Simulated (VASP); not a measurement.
# SiC (P6_3mc) in VASP: single point with HSE06

Aim: the single point of SiC with HSE06.

Everything below comes from runs of VASP 6.6.1. Logs are shortened: lines on timing, memory, paths and dates and some standing lists are left out, and cuts for length are marked.

**1. The cell of the first run**

It takes space group P6_3mc (No. 186, hexagonal). Conventional cell: a = 3.079 Å, b = 3.079 Å, c = 15.108 Å, α = 90.00°, β = 90.00°, γ = 120.00°. Within 2.5 Å of Si (site symmetry 3m) lie 4 C at 1.89 Å. Si (site symmetry 3m) has 4 C at 1.89 Å within 2.5 Å. Si (site symmetry 3m) has 4 C at 1.88 to 1.89 Å within 2.5 Å. C (site symmetry 3m) has 4 Si at 1.88 to 1.89 Å within 2.5 Å. C (site symmetry 3m) has 4 Si at 1.89 Å within 2.5 Å. Within 2.5 Å of C (site symmetry 3m) lie 4 Si at 1.89 Å.

**2. Single point, HSE06**

Input file POSCAR:

```
SiC
1.0
    3.0790874996      0.0000000000      0.0000000000
   -1.5395437498      2.6665679952      0.0000000000
    0.0000000000      0.0000000000     15.1076943090
Si C
6 6
Direct
    0.0000000000      0.0000000000      0.1250346186
    0.0000000000      0.0000000000      0.6250346186
    0.3333333333      0.6666666667      0.2918199952
    0.6666666667      0.3333333333      0.7918199952
    0.3333333333      0.6666666667      0.9583138721
    0.6666666667      0.3333333333      0.4583138721
    0.0000000000      0.0000000000     -0.0003142250
    0.0000000000      0.0000000000      0.4996857750
    0.3333333333      0.6666666667      0.1668262172
    0.6666666667      0.3333333333      0.6668262172
    0.3333333333      0.6666666667      0.8333195219
    0.6666666667      0.3333333333      0.3333195219
```

Input file INCAR.step1:

```
SYSTEM = SiC
PREC = Accurate
ENCUT = 520
EDIFF = 1E-5
ISMEAR = 0
SIGMA = 0.01
LREAL = .False.
LASPH = .True.
NELM = 60
ALGO = Normal
ISIF = 2
LWAVE = .True.
LCHARG = .False.
NBANDS = 36
GGA = PE
```

Input file INCAR.step2:

```
SYSTEM = SiC
PREC = Accurate
ENCUT = 520
EDIFF = 1E-6
ISMEAR = 0
SIGMA = 0.01
LREAL = .False.
LASPH = .True.
NELM = 60
ALGO = Normal
ISIF = 2
LWAVE = .False.
LCHARG = .False.
GGA = PE
LHFCALC = .True.
HFSCREEN = 0.2079
PRECFOCK = Fast
NBANDS = 36
ISTART = 1
```

Input file KPOINTS:

```
Automatic mesh
0
Gamma
  6 6 1
  0 0 0
```

Potentials or basis: VASP PAW PBE potentials, release 64 (Si, C).

Launch:

```console
$ cat potpaw_PBE.64/Si/POTCAR potpaw_PBE.64/C/POTCAR > POTCAR
$ cp INCAR.step1 INCAR
$ mpirun -np 1 vasp_std > vasp.out
$ cp INCAR.step2 INCAR
$ mpirun -np 1 vasp_std > vasp.out
```

OUTCAR:

```text
SYSTEM = SiC
   PREC = Accurate
   ENCUT = 520
   EDIFF = 1E-6
   ISMEAR = 0
   LREAL = .False.
   LASPH = .True.
   NELM = 60
   ISIF = 2
   GGA = PE
   LHFCALC = .True.
   HFSCREEN = 0.2079
   PRECFOCK = Fast
   ISTART = 1

 ion  position               nearest neighbor table
   1  0.000  0.000  0.125-   9 1.89   9 1.89   9 1.89   7 1.89   5 3.08   5 3.08   5 3.08   3 3.08
                             3 3.08   3 3.08
   2  0.000  0.000  0.625-  10 1.89  10 1.89  10 1.89   8 1.89   6 3.08   6 3.08   6 3.08   4 3.08
                             4 3.08   4 3.08
   3  0.333  0.667  0.292-  12 1.89  12 1.89  12 1.89   9 1.89   6 3.08   6 3.08   6 3.08   1 3.08
                             1 3.08   1 3.08
   4  0.667  0.333  0.792-  11 1.89  11 1.89  11 1.89  10 1.89   5 3.08   5 3.08   5 3.08   2 3.08
                             2 3.08   2 3.08
   5  0.333  0.667  0.958-   7 1.88   7 1.88   7 1.88  11 1.89   4 3.08   4 3.08   4 3.08   1 3.08
                             1 3.08   1 3.08
   6  0.667  0.333  0.458-   8 1.88   8 1.88   8 1.88  12 1.89   3 3.08   3 3.08   3 3.08   2 3.08
                             2 3.08   2 3.08
   7  0.000  0.000  1.000-   5 1.88   5 1.88   5 1.88   1 1.89
   8  0.000  0.000  0.500-   6 1.88   6 1.88   6 1.88   2 1.89
   9  0.333  0.667  0.167-   1 1.89   1 1.89   1 1.89   3 1.89
  10  0.667  0.333  0.667-   2 1.89   2 1.89   2 1.89   4 1.89
  11  0.333  0.667  0.833-   4 1.89   4 1.89   4 1.89   5 1.89
  12  0.667  0.333  0.333-   3 1.89   3 1.89   3 1.89   6 1.89

  LATTYP: Found a hexagonal cell.
 ALAT       =     3.0790874996
 C/A-ratio  =     4.9065492004

  Lattice vectors:

 A1 = (   3.0790874996,   0.0000000000,   0.0000000000)
 A2 = (  -1.5395437498,   2.6665679952,   0.0000000000)
 A3 = (   0.0000000000,   0.0000000000,  15.1076943090)

Analysis of symmetry for initial positions (statically):
=====================================================================
 Subroutine PRICEL returns:
 Original cell was already a primitive cell.

 Routine SETGRP: Setting up the symmetry group for a
 hexagonal supercell.

 Subroutine GETGRP returns: Found 12 space group operations
 (whereof  6 operations were pure point group operations)
 out of a pool of 24 trial point group operations.

The static configuration has the point symmetry C_3v.
 The point group associated with its full space group is C_6v.

[... 133 lines left out ...]
   IMIX   =      1    mixing-type and parameters
     AMIX     =   0.40;   BMIX     =  1.00
     AMIX_MAG =   1.60;   BMIX_MAG =  1.00
  volume/ion in A,a.u.               =      10.34        69.76
  Fermi-wavevector in a.u.,A,eV,Ry     =   1.192974  2.254394 19.363632  1.423187
  Thomas-Fermi vector in A             =   2.328999
   LORBIT       =      0    0 simple, 1 ext, 2 COOP (PROOUT), +10 PAW based schemes
   GGA     = PE    functional components
   LHFCALC =     T    Hartree Fock is set to
   PRECFOCK=fast      Normal, Fast or Accurate (Low or Medium for compatibility)
   ENCUT4O =  -1.0   cutoff for four orbital integrals eV
   NKREDX  =     1    reduce k-point grid by
   NKREDY  =     1    reduce k-point grid by
   NKREDZ  =     1    reduce k-point grid by
   AEXX    =    0.2500 exact exchange contribution
   HFSCREEN=    0.2079 screening length (either q_TF or 0.3 A-1)
   HFSCREENC=   0.2079 screening length for correlation (either q_TF or 0.3 A-1)
   ENCUTFOCK=  -1.0 apply spherical cutoff to Coloumb kernel
   IVDW    =     0    specifies the selected vdW correction
   LEPSILON=     F    determine dielectric tensor
   LRPA    =     F    only Hartree local field effects (RPA)
 non-spin polarized calculation
 Gauss-broadening in eV      SIGMA  =   0.01
  energy-cutoff  :      520.00
  volume of cell :      124.04
 maximum number of plane-waves:      3356
 NGX is ok and might be reduce to    24
  NGX = 14; NGY = 14; NGZ = 70

 number of electron      47.9999999 magnetization

 Free energy of the ion-electron system (eV)
  ---------------------------------------------------
  ext. energy  EPLUGINS =         0.00000000
  ---------------------------------------------------
  free energy    TOTEN  =      -104.52099124 eV

  energy without entropy =     -104.52099124  energy(sigma->0) =     -104.52099124

 E-fermi :   7.6519     XC(G=0):  -9.3574

 val. band max:        7.5553553885   @ k =   0.0000   0.0000   0.0000
 cond. band min:      10.4748875474   @ k =   0.5000   0.0000   0.0000
 fundamental gap:      2.9195321588
 Fermi energy:         7.6518746478

 k-point     1 :       0.0000    0.0000    0.0000
  band No.  band energies     occupation
      1      -9.4974      2.00000
      2      -8.9287      2.00000
      3      -8.8934      2.00000
      4      -7.2676      2.00000
      5      -7.2399      2.00000
      6      -5.6444      2.00000
[... 262 lines left out ...]
     35      18.2410      0.00000
     36      18.2410      0.00000

------------------------ aborting loop because EDIFF is reached ----------------------------------------

  FORCE on cell =-STRESS in cart. coord.  units (eV):
  Direction    XX          YY          ZZ          XY          YZ          ZX
  --------------------------------------------------------------------------------------
  -------------------------------------------------------------------------------------
  Total       -1.2284653     -1.2284653     -1.3543406      0.0000000      0.0000000      0.0000000
  in kB      -15.8672113    -15.8672113    -17.4930523      0.0000000      0.0000000      0.0000000
  external PRESSURE =     -16.4091583 kB  Pullay stress =       0.0000000 kB

 VOLUME and BASIS-vectors are now :
 -----------------------------------------------------------------------------
  energy-cutoff  :      520.00
  volume of cell :      124.04
      direct lattice vectors                 reciprocal lattice vectors
     3.079087500  0.000000000  0.000000000     0.324771544  0.187506938  0.000000000
    -1.539543750  2.666567995  0.000000000     0.000000000  0.375013876  0.000000000
     0.000000000  0.000000000 15.107694309     0.000000000  0.000000000  0.066191437

 POSITION                                       TOTAL-FORCE (eV/Angst)
 -----------------------------------------------------------------------------------
      0.00000      0.00000      1.88898         0.000000      0.000000      0.015049
      0.00000      0.00000      9.44283        -0.000000      0.000000      0.015049
     -0.00000      1.77771      4.40873        -0.000000      0.000000     -0.002148
      1.53954      0.88886     11.96257         0.000000      0.000000     -0.002148
     -0.00000      1.77771     14.47791        -0.000000     -0.000000      0.007350
      1.53954      0.88886      6.92407         0.000000      0.000000      0.007350
      0.00000      0.00000     15.10295         0.000000      0.000000     -0.016468
      0.00000      0.00000      7.54910        -0.000000      0.000000     -0.016468
     -0.00000      1.77771      2.52036         0.000000      0.000000     -0.002761
      1.53954      0.88886     10.07421         0.000000      0.000000     -0.002761
     -0.00000      1.77771     12.58954        -0.000000      0.000000     -0.001022
      1.53954      0.88886      5.03569         0.000000     -0.000000     -0.001022
 -----------------------------------------------------------------------------------
    total drift:                               -0.000004      0.000001      0.000334

  FREE ENERGIE OF THE ION-ELECTRON SYSTEM (eV)
  ---------------------------------------------------
  free  energy   TOTEN  =      -104.5209912371 eV

  energy  without entropy=     -104.5209912371  energy(sigma->0) =     -104.52099124
```

OSZICAR.step1:

```text
N       E                     dE             d eps       ncg     rms          rms(c)
DAV:   1     0.121720474009E+03    0.12172E+03   -0.21880E+04   504   0.121E+03
DAV:   2    -0.894267619919E+02   -0.21115E+03   -0.19764E+03   644   0.208E+02
DAV:   3    -0.101301397310E+03   -0.11875E+02   -0.11795E+02   660   0.465E+01
DAV:   4    -0.101479970104E+03   -0.17857E+00   -0.17818E+00   640   0.659E+00
DAV:   5    -0.101483863330E+03   -0.38932E-02   -0.38892E-02   648   0.920E-01    0.216E+01
DAV:   6    -0.906166174330E+02    0.10867E+02   -0.31996E+01   632   0.209E+01    0.967E+00
DAV:   7    -0.903627060913E+02    0.25391E+00   -0.32583E+00   664   0.684E+00    0.414E+00
DAV:   8    -0.903180178304E+02    0.44688E-01   -0.19966E-01   600   0.179E+00    0.128E+00
DAV:   9    -0.903134777425E+02    0.45401E-02   -0.28997E-02   620   0.786E-01    0.183E-01
DAV:  10    -0.903141754481E+02   -0.69771E-03   -0.22720E-03   628   0.205E-01    0.958E-02
DAV:  11    -0.903143210575E+02   -0.14561E-03   -0.31063E-04   604   0.964E-02    0.190E-02
DAV:  12    -0.903143229529E+02   -0.18955E-05   -0.11954E-05   452   0.165E-02
   1 F= -.90314323E+02 E0= -.90314323E+02  d E =-.129545E-33
```

Run time: 40 min. Hardware: 1 thread of Oxide Virtual Turin-like, shared host; peak memory 0.33 GiB.

Results:

- Free energy: -104.5210 eV
- Pressure: -1.6 GPa
- Largest force: 0.016 eV/Å
- Band gap on the k mesh: 2.92 eV (least direct gap 4.13 eV)

Forces in eV/Å, atoms in the order of the input:
```
Si   0.000  0.000  0.015
Si   0.000  0.000  0.015
Si   0.000  0.000 -0.002
Si   0.000  0.000 -0.002
Si   0.000  0.000  0.007
Si   0.000  0.000  0.007
C    0.000  0.000 -0.016
C    0.000  0.000 -0.016
C    0.000  0.000 -0.003
C    0.000  0.000 -0.003
C    0.000  0.000 -0.001
C    0.000  0.000 -0.001
```

Stress tensor (GPa, compression positive):
```
-1.59  0.00  0.00
 0.00 -1.59  0.00
 0.00  0.00 -1.75
```

Caveat: the PAW data sets were made with another functional, which shifts forces and pressure a little. A k mesh can miss the band edges.
